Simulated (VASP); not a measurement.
# SnTe (Fm-3m) in VASP: a series of runs

SnTe is run at these levels: PBE exchange alone, LDA, RPBE+D4; tasks: single point.

Everything below comes from runs of VASP 6.6.1. Logs are shortened: lines on timing, memory, paths and dates and some standing lists are left out, and cuts for length are marked.

### 1 The cell of the first run

The structure is cubic, space group Fm-3m (No. 225). Conventional cell: a = 6.302 Å, b = 6.302 Å, c = 6.302 Å, α = 90.00°, β = 90.00°, γ = 90.00°. Te (site symmetry m-3m) has 6 Sn at 3.15 Å within 4.1 Å. Within 4.1 Å of Sn (site symmetry m-3m) lie 6 Te at 3.15 Å.

### 2 Single point, PBE exchange alone

File INCAR:

```
PREC     = Accurate       # precision mode
ENCUT    = 520            # plane-wave cutoff, eV
EDIFF    = 1E-6           # SCF threshold, eV
ISMEAR   = -1             # smearing method
SIGMA    = 0.05           # smearing width, eV
LREAL    = F              # projectors in reciprocal space
LASPH    = T              # aspherical terms in the spheres
NELM     = 60             # most SCF steps
ALGO     = Normal         # electronic algorithm
ISIF     = 2              # what is computed and relaxed
LWAVE    = F              # write WAVECAR
LCHARG   = F              # write CHGCAR
GGA      = PE             # functional
ALDAC    = 0.0          
AGGAC    = 0.0          
NBANDS   = 17             # bands
```

File KPOINTS:

```
Automatic mesh
0
Gamma
  7 7 7
```

File POSCAR:

```
SnTe
1.0
    0.0000000000      3.1508500000      3.1508500000
    3.1508500000      0.0000000000      3.1508500000
    3.1508500000      3.1508500000      0.0000000000
Te Sn
1 1
Direct
    0.5000000000      0.5000000000      0.5000000000
    0.0000000000      0.0000000000      0.0000000000
```

Potentials or basis: VASP PAW PBE potentials, release 64 (Te, Sn_d).

On the command line:

```
$ cat potpaw_PBE.64/Te/POTCAR potpaw_PBE.64/Sn_d/POTCAR > POTCAR
$ mpirun -np 1 vasp_std > vasp.out
```

OUTCAR:

```text
PREC = Accurate
   ENCUT = 520
   EDIFF = 1E-6
   ISMEAR = -1
   LREAL = F
   LASPH = T
   NELM = 60
   ISIF = 2
   GGA = PE

 ion  position               nearest neighbor table
   1  0.500  0.500  0.500-   2 3.15   2 3.15   2 3.15   2 3.15   2 3.15   2 3.15
   2  0.000  0.000  0.000-   1 3.15   1 3.15   1 3.15   1 3.15   1 3.15   1 3.15

  LATTYP: Found a face centered cubic cell.
 ALAT       =     6.3017000000

  Lattice vectors:

 A1 = (   0.0000000000,   3.1508500000,   3.1508500000)
 A2 = (   3.1508500000,   0.0000000000,   3.1508500000)
 A3 = (   3.1508500000,   3.1508500000,   0.0000000000)

Analysis of symmetry for initial positions (statically):
[... 33 lines left out ...]
                                     Primitive cell

  volume of cell :      62.5624

  direct lattice vectors                    reciprocal lattice vectors
     0.000000000  3.150850000  3.150850000    -0.158687338  0.158687338  0.158687338
     3.150850000  0.000000000  3.150850000     0.158687338 -0.158687338  0.158687338
     3.150850000  3.150850000  0.000000000     0.158687338  0.158687338 -0.158687338

  length of vectors
     4.455974803  4.455974803  4.455974803     0.274854533  0.274854533  0.274854533

  position of ions in fractional coordinates (direct lattice)
     0.500000000  0.500000000  0.500000000
     0.000000000  0.000000000  0.000000000

  ion indices of the primitive-cell ions
   primitive index   ion index
                 1           1
                 2           2

----------------------------------------------------------------------------------------

 KPOINTS: Automatic mesh

Automatic generation of k-mesh.
 Grid dimensions read from file:
 generate k-points for:    7    7    7

 Generating k-lattice:

  Cartesian coordinates                     Fractional coordinates (reciprocal lattice)
    -0.022669620  0.022669620  0.022669620     0.142857143  0.000000000  0.000000000
     0.022669620 -0.022669620  0.022669620     0.000000000  0.142857143  0.000000000
     0.022669620  0.022669620 -0.022669620     0.000000000  0.000000000  0.142857143

  Length of vectors
     0.039264933  0.039264933  0.039264933

  Shift w.r.t. Gamma in fractional coordinates (k-lattice)
     0.000000000  0.000000000  0.000000000

 Subroutine IBZKPT returns following result:
 ===========================================

 Found     20 irreducible k-points:

 Following reciprocal coordinates:
            Coordinates               Weight
  0.000000  0.000000  0.000000      1.000000
  0.142857  0.000000  0.000000      8.000000
  0.285714  0.000000  0.000000      8.000000
  0.428571  0.000000  0.000000      8.000000
  0.142857  0.142857  0.000000      6.000000
  0.285714  0.142857  0.000000     24.000000
[... 12 lines left out ...]
 -0.428571  0.428571  0.142857     24.000000
 -0.285714  0.428571  0.142857     24.000000
   k-points           NKPTS =     20   k-points in BZ     NKDIM =     20   number of bands    NBANDS=     17
   number of dos      NEDOS =    301   number of ions     NIONS =      2
   total plane-waves  NPLWV =  46656
   dimension x,y,z NGX =    36 NGY =   36 NGZ =   36
   dimension x,y,z NGXF=    72 NGYF=   72 NGZF=   72
   ions per type =               1   1
   NGX,Y,Z   is equivalent  to a cutoff of  13.43, 13.43, 13.43 a.u.
   NGXF,Y,Z  is equivalent  to a cutoff of  26.86, 26.86, 26.86 a.u.
 SYSTEM =  unknown system
   PREC   = accura    normal or accurate (medium, high low for compatibility)
   ISTART =      0    job   : 0-new  1-cont  2-samecut
   ICHARG =      2    charge: 1-file 2-atom 10-const
   ISPIN  =      1    spin polarized calculation?
   LNONCOLLINEAR =      F non collinear calculations
   LSORBIT =      F    spin-orbit coupling
   LASPH  =      T    aspherical Exc in radial PAW
   ENCUT  =  520.0 eV  38.22 Ry    6.18 a.u.   8.29  8.29  8.29*2*pi/ulx,y,z
   NELM   =     60;   NELMIN=  2; NELMDL= -5     # of ELM steps
   EDIFF  = 0.1E-05   stopping-criterion for ELM
   LREAL  =      F    real-space projection
   EDIFFG = 0.1E-04   stopping-criterion for IOM
   NSW    =      0    number of steps for IOM
   IBRION =     -1    ionic relax: 0-MD 1-quasi-New 2-CG
   NFREE  =      0    steps in history (QN), initial steepest desc. (CG)
   ISIF   =      2    stress and relaxation
   ISYM   =      2    0-nonsym 1-usesym 2-fastsym
   POTIM  = 0.5000    time-step for ionic-motion
   TEBEG  =    0.0;   TEEND  =   0.0 temperature during run
   PSTRESS=    0.0 pullay stress
   NELECT =      20.0000    total number of electrons
   NUPDOWN=      -1.0000    fix difference up-down
   EMIN   =  10.00;   EMAX   =-10.00  energy-range for DOS
   EFERMI =   0.00;   METHOD = LEGACY
   ISMEAR =    -1;   SIGMA  =   0.05  broadening in eV -4-tet -1-fermi 0-gaus
   EFERMI_NEDOS =   21; number of points for ismear=-14 and -15
   IALGO  =     38    algorithm
   IMIX   =      4    mixing-type and parameters
     AMIX     =   0.40;   BMIX     =  1.00
     AMIX_MAG =   1.60;   BMIX_MAG =  1.00
  volume/ion in A,a.u.               =      31.28       211.10
  Fermi-wavevector in a.u.,A,eV,Ry     =   1.119387  2.115336 17.048485  1.253028
  Thomas-Fermi vector in A             =   2.256026
   LORBIT       =      0    0 simple, 1 ext, 2 COOP (PROOUT), +10 PAW based schemes
   GGA     = PE    functional components
   LHFCALC =     F    Hartree Fock is set to
   AEXX    =    0.0000 exact exchange contribution
   IVDW    =     0    specifies the selected vdW correction
   LEPSILON=     F    determine dielectric tensor
   LRPA    =     F    only Hartree local field effects (RPA)
 non-spin polarized calculation
  energy-cutoff  :      520.00
  volume of cell :       62.56
 maximum number of plane-waves:      1705
 NGX is ok and might be reduce to    36
   NGX = 17   NGY = 17   NGZ = 17

 number of electron      19.9999998 magnetization

 Free energy of the ion-electron system (eV)
  ---------------------------------------------------
  ext. energy  EPLUGINS =         0.00000000
  ---------------------------------------------------
  free energy    TOTEN  =        -4.82391125 eV

  energy without entropy =       -4.82383375  energy(sigma->0) =       -4.82387250

 E-fermi :   8.5662     XC(G=0):  -7.8486

 val. band max:        8.2554830215   @ k =   0.4286   0.0000   0.0000
 cond. band min:       8.9323640230   @ k =   0.4286   0.0000   0.0000
 fundamental gap:      0.6768810015
 Fermi energy:         8.5661622379

 k-point     1 :       0.0000    0.0000    0.0000
  band No.  band energies     occupation
      1     -13.2653      2.00000
      2     -13.2653      2.00000
      3     -13.2573      2.00000
      4     -13.2573      2.00000
      5     -13.2573      2.00000
      6      -4.3377      2.00000
[... 9 lines left out ...]
     16      13.4049      0.00000
     17      15.4588      0.00000

 k-point     2 :       0.1429    0.0000    0.0000
  band No.  band energies     occupation
      1     -13.2661      2.00000
      2     -13.2661      2.00000
      3     -13.2570      2.00000
      4     -13.2562      2.00000
      5     -13.2562      2.00000
      6      -4.1676      2.00000
[... 9 lines left out ...]
     16      13.8114      0.00000
     17      16.6302      0.00000

 k-point     3 :       0.2857    0.0000    0.0000
  band No.  band energies     occupation
      1     -13.2684      2.00000
      2     -13.2684      2.00000
      3     -13.2563      2.00000
      4     -13.2532      2.00000
      5     -13.2532      2.00000
      6      -3.7016      2.00000
[... 9 lines left out ...]
     16      14.9371      0.00000
     17      18.9940      0.00000

 k-point     4 :       0.4286    0.0000    0.0000
  band No.  band energies     occupation
      1     -13.2703      2.00000
      2     -13.2703      2.00000
      3     -13.2558      2.00000
      4     -13.2507      2.00000
      5     -13.2507      2.00000
      6      -3.1665      2.00000
[... 9 lines left out ...]
     16      16.6523      0.00000
     17      18.2113      0.00000

 k-point     5 :       0.1429    0.1429    0.0000
  band No.  band energies     occupation
      1     -13.2682      2.00000
      2     -13.2644      2.00000
      3     -13.2580      2.00000
      4     -13.2554      2.00000
      5     -13.2554      2.00000
      6      -4.1117      2.00000
[... 9 lines left out ...]
     16      14.4628      0.00000
     17      15.6910      0.00000

 k-point     6 :       0.2857    0.1429    0.0000
  band No.  band energies     occupation
      1     -13.2712      2.00000
      2     -13.2650      2.00000
      3     -13.2578      2.00000
      4     -13.2533      2.00000
      5     -13.2526      2.00000
      6      -3.7456      2.00000
[... 9 lines left out ...]
     16      15.6235      0.00000
     17      17.1076      0.00000
[... 201 lines left out ...]
 k-point    17 :       0.4286    0.2857    0.1429
  band No.  band energies     occupation
      1     -13.2739      2.00000
      2     -13.2654      2.00000
      3     -13.2574      2.00000
      4     -13.2511      2.00000
      5     -13.2509      2.00000
      6      -3.3422      2.00000
[... 9 lines left out ...]
     16      17.0120      0.00000
     17      17.7685      0.00000

 k-point    18 :      -0.4286    0.2857    0.1429
  band No.  band energies     occupation
      1     -13.2749      2.00000
      2     -13.2670      2.00000
      3     -13.2551      2.00000
      4     -13.2519      2.00000
      5     -13.2488      2.00000
      6      -2.9157      2.00000
[... 9 lines left out ...]
     16      17.4224      0.00000
     17      18.6244      0.00000

 k-point    19 :      -0.4286    0.4286    0.1429
  band No.  band energies     occupation
      1     -13.2797      2.00000
      2     -13.2635      2.00000
      3     -13.2583      2.00000
      4     -13.2494      2.00000
      5     -13.2469      2.00000
      6      -2.8023      2.00000
[... 9 lines left out ...]
     16      18.2137      0.00000
     17      19.1473      0.00000

 k-point    20 :      -0.2857    0.4286    0.1429
  band No.  band energies     occupation
      1     -13.2776      2.00000
      2     -13.2656      2.00000
      3     -13.2552      2.00000
      4     -13.2522      2.00000
      5     -13.2469      2.00000
      6      -2.7133      2.00000
[... 9 lines left out ...]
     16      18.4227      0.00000
     17      19.0382      0.00000

------------------------ aborting loop because EDIFF is reached ----------------------------------------

  FORCE on cell =-STRESS in cart. coord.  units (eV):
  Direction    XX          YY          ZZ          XY          YZ          ZX
  --------------------------------------------------------------------------------------
  -------------------------------------------------------------------------------------
  Total        4.3837607      4.3837607      4.3837607      0.0000000      0.0000000      0.0000000
  in kB      112.2649639    112.2649639    112.2649639      0.0000000      0.0000000      0.0000000
  external PRESSURE =     112.2649639 kB  Pullay stress =       0.0000000 kB

 VOLUME and BASIS-vectors are now :
 -----------------------------------------------------------------------------
  energy-cutoff  :      520.00
  volume of cell :       62.56
      direct lattice vectors                 reciprocal lattice vectors
     0.000000000  3.150850000  3.150850000    -0.158687338  0.158687338  0.158687338
     3.150850000  0.000000000  3.150850000     0.158687338 -0.158687338  0.158687338
     3.150850000  3.150850000  0.000000000     0.158687338  0.158687338 -0.158687338

 POSITION                                       TOTAL-FORCE (eV/Angst)
 -----------------------------------------------------------------------------------
      3.15085      3.15085      3.15085         0.000000      0.000000      0.000000
      0.00000      0.00000      0.00000         0.000000      0.000000     -0.000000
 -----------------------------------------------------------------------------------
    total drift:                               -0.000000      0.000000      0.000000

  FREE ENERGIE OF THE ION-ELECTRON SYSTEM (eV)
  ---------------------------------------------------
  free  energy   TOTEN  =        -4.8239112517 eV

  energy  without entropy=       -4.8238337454  energy(sigma->0) =       -4.82387250
```

It took 12 s on 1 thread of Intel Xeon Platinum 8488C (Sapphire Rapids), shared host; peak memory 0.2 GiB.

Results:

```
Free energy : -4.8239 eV
Pressure    : 11.2 GPa
```

Caveat: this odd mesh misses L, where the gap lies, so gap, dielectric constants and Born charges aren't listed; spin-orbit coupling is left out, which moves the levels of the heavy elements.

### 3 Single point, LDA

This run uses another cell than the first one, of 31.91 Å³/atom, 1.020 times its volume.

File INCAR:

```
PREC = Accurate ; ENCUT = 520
EDIFF = 1E-6 ; ISMEAR = -1
SIGMA = 0.05 ; LREAL = F
LASPH = T ; NELM = 60
ALGO = Normal ; ISIF = 2
LWAVE = F ; LCHARG = F
NBANDS = 17
```

File KPOINTS:

```
regular mesh
0
Gamma
  7 7 7
```

File POSCAR:

```
SnTe
1.0
    0.0000000000      3.1717171644      3.1717171644
    3.1717171644      0.0000000000      3.1717171644
    3.1717171644      3.1717171644      0.0000000000
Te Sn
1 1
Direct
    0.5000000000      0.5000000000      0.5000000000
    0.0000000000      0.0000000000      0.0000000000
```

Potentials or basis: VASP PAW LDA potentials, release 64 (Te, Sn_d).

On the command line:

```
$ cat potpaw_LDA.64/Te/POTCAR potpaw_LDA.64/Sn_d/POTCAR > POTCAR
$ mpirun -np 1 vasp_std > vasp.out
```

OUTCAR:

```text
PREC = Accurate
   ENCUT = 520
   EDIFF = 1E-6
   ISMEAR = -1
   LREAL = F
   LASPH = T
   NELM = 60
   ISIF = 2

 ion  position               nearest neighbor table
   1  0.500  0.500  0.500-   2 3.17   2 3.17   2 3.17   2 3.17   2 3.17   2 3.17
   2  0.000  0.000  0.000-   1 3.17   1 3.17   1 3.17   1 3.17   1 3.17   1 3.17

  LATTYP: Found a face centered cubic cell.
 ALAT       =     6.3434343288

  Lattice vectors:

 A1 = (   0.0000000000,   3.1717171644,   3.1717171644)
 A2 = (   3.1717171644,   0.0000000000,   3.1717171644)
 A3 = (   3.1717171644,   3.1717171644,   0.0000000000)

Analysis of symmetry for initial positions (statically):
[... 33 lines left out ...]
                                     Primitive cell

  volume of cell :      63.8136

  direct lattice vectors                    reciprocal lattice vectors
     0.000000000  3.171717164  3.171717164    -0.157643312  0.157643312  0.157643312
     3.171717164  0.000000000  3.171717164     0.157643312 -0.157643312  0.157643312
     3.171717164  3.171717164  0.000000000     0.157643312  0.157643312 -0.157643312

  length of vectors
     4.485485430  4.485485430  4.485485430     0.273046227  0.273046227  0.273046227

  position of ions in fractional coordinates (direct lattice)
[... 121 lines left out ...]

 E-fermi :   6.5005     XC(G=0):  -9.6546

 val. band max:        6.1783572104   @ k =   0.4286   0.0000   0.0000
 cond. band min:       6.8341027192   @ k =   0.4286   0.0000   0.0000
 fundamental gap:      0.6557455088
 Fermi energy:         6.5004730415

 k-point     1 :       0.0000    0.0000    0.0000
  band No.  band energies     occupation
      1     -15.2947      2.00000
      2     -15.2947      2.00000
      3     -15.2865      2.00000
      4     -15.2865      2.00000
      5     -15.2865      2.00000
      6      -6.1895      2.00000
[... 377 lines left out ...]
      4     -15.2817      2.00000
      5     -15.2768      2.00000
      6      -4.6269      2.00000
[... 9 lines left out ...]
     16      16.2407      0.00000
     17      16.8219      0.00000

------------------------ aborting loop because EDIFF is reached ----------------------------------------

  FORCE on cell =-STRESS in cart. coord.  units (eV):
  Direction    XX          YY          ZZ          XY          YZ          ZX
  --------------------------------------------------------------------------------------
  -------------------------------------------------------------------------------------
  Total       -0.9405674     -0.9405674     -0.9405674      0.0000000     -0.0000000      0.0000000
  in kB      -23.6149566    -23.6149566    -23.6149566      0.0000000     -0.0000000      0.0000000
  external PRESSURE =     -23.6149566 kB  Pullay stress =       0.0000000 kB

 VOLUME and BASIS-vectors are now :
 -----------------------------------------------------------------------------
  energy-cutoff  :      520.00
  volume of cell :       63.81
      direct lattice vectors                 reciprocal lattice vectors
     0.000000000  3.171717164  3.171717164    -0.157643312  0.157643312  0.157643312
     3.171717164  0.000000000  3.171717164     0.157643312 -0.157643312  0.157643312
     3.171717164  3.171717164  0.000000000     0.157643312  0.157643312 -0.157643312

 POSITION                                       TOTAL-FORCE (eV/Angst)
 -----------------------------------------------------------------------------------
      3.17172      3.17172      3.17172         0.000000      0.000000      0.000000
      0.00000      0.00000      0.00000        -0.000000     -0.000000     -0.000000
 -----------------------------------------------------------------------------------
    total drift:                               -0.000000      0.000000      0.000000

  FREE ENERGIE OF THE ION-ELECTRON SYSTEM (eV)
  ---------------------------------------------------
  free  energy   TOTEN  =        -8.8147530081 eV

  energy  without entropy=       -8.8146848399  energy(sigma->0) =       -8.81471892
```

stdout:

```text
POSCAR found type information on POSCAR TeSn
 POSCAR found :  2 types and       2 ions
 scaLAPACK will be used
 LDA part: xc-table for (Slater(with rela. corr.)+CA(PZ))
 , standard interpolation
 POSCAR, INCAR and KPOINTS ok, starting setup
 FFT: planning ... GRIDC
 FFT: planning ... GRID_SOFT
 FFT: planning ... GRID
 WAVECAR not read
 entering main loop
```

Wall time 11 s (1 thread of Intel Xeon Platinum 8488C (Sapphire Rapids), shared host); peak memory 0.17 GiB.

Results:

- Free energy: -8.8148 eV
- Pressure: -2.4 GPa

Caveat: this odd mesh misses L, where the gap lies, so gap, dielectric constants and Born charges aren't listed; spin-orbit coupling is left out, which moves the levels of the heavy elements.

### 4 Single point, RPBE+D4

This run uses another cell than the first one, of 31.91 Å³/atom, 1.020 times its volume.

File INCAR:

```
SYSTEM = SnTe
PREC = Accurate
ENCUT = 520
EDIFF = 1E-6
ISMEAR = -1
SIGMA = 0.05
LREAL = .FALSE.
LASPH = .TRUE.
NELM = 100
ALGO = Normal
ISIF = 2
LWAVE = .FALSE.
LCHARG = .FALSE.
GGA = RP
IVDW = 13
NBANDS = 17
```

File KPOINTS:

```
Automatic mesh
0
G
  7 7 7
  0 0 0
```

POSCAR is that of step 3.

Potentials or basis: VASP PAW PBE potentials, release 64 (Te, Sn_d).

On the command line:

```
$ cat potpaw_PBE.64/Te/POTCAR potpaw_PBE.64/Sn_d/POTCAR > POTCAR
$ mpirun -np 1 vasp_std > vasp.out
```

It took 16 s on 1 thread of Intel Xeon Platinum 8488C (Sapphire Rapids), shared host; peak memory 0.2 GiB.

Results (log left out):

| Property | Result |
| --- | --- |
| Free energy | -8.4051 eV |
| Pressure | -1.5 GPa |
| Dispersion energy per atom | -0.780 eV |

Levels at points of the mesh, in eV from the Fermi level:
```csv
k point,band 6,band 7,band 8,band 9,band 10,band 11,band 12,band 13,band 14,band 15
"(0.00, 0.00, 0.00)",-12.74,-4.79,-2.20,-2.20,-2.20,3.24,3.24,3.24,4.69,4.69
```

Caveat: this odd mesh misses L, where the gap lies, so gap, dielectric constants and Born charges aren't listed; the PAW data sets were made with another functional, which shifts forces and pressure a little; spin-orbit coupling is left out, which moves the levels of the heavy elements.

### 5 Overview

```csv
level,potentials or basis,cell,pressure (GPa)
PBE exchange alone,"VASP PAW PBE potentials, release 64 (Te, Sn_d)","a = 4.456 Å, angles 60.0°, 2 atoms",11.2
LDA,"VASP PAW LDA potentials, release 64 (Te, Sn_d)","a = 4.485 Å, angles 60.0°, 2 atoms",-2.4
RPBE+D4,"VASP PAW PBE potentials, release 64 (Te, Sn_d)","a = 4.485 Å, angles 60.0°, 2 atoms",-1.5
```

Alike in all rows: task single point; no spin polarisation; k mesh 7 × 7 × 7; cutoff (eV) 520; smearing fermi-dirac 0.05 eV.

Caveats: spin-orbit coupling is left out, which moves the levels of the heavy elements; the PAW data sets were made with another functional, which shifts forces and pressure a little (some runs).

Absolute energies hang on the potentials; compare differences alone.
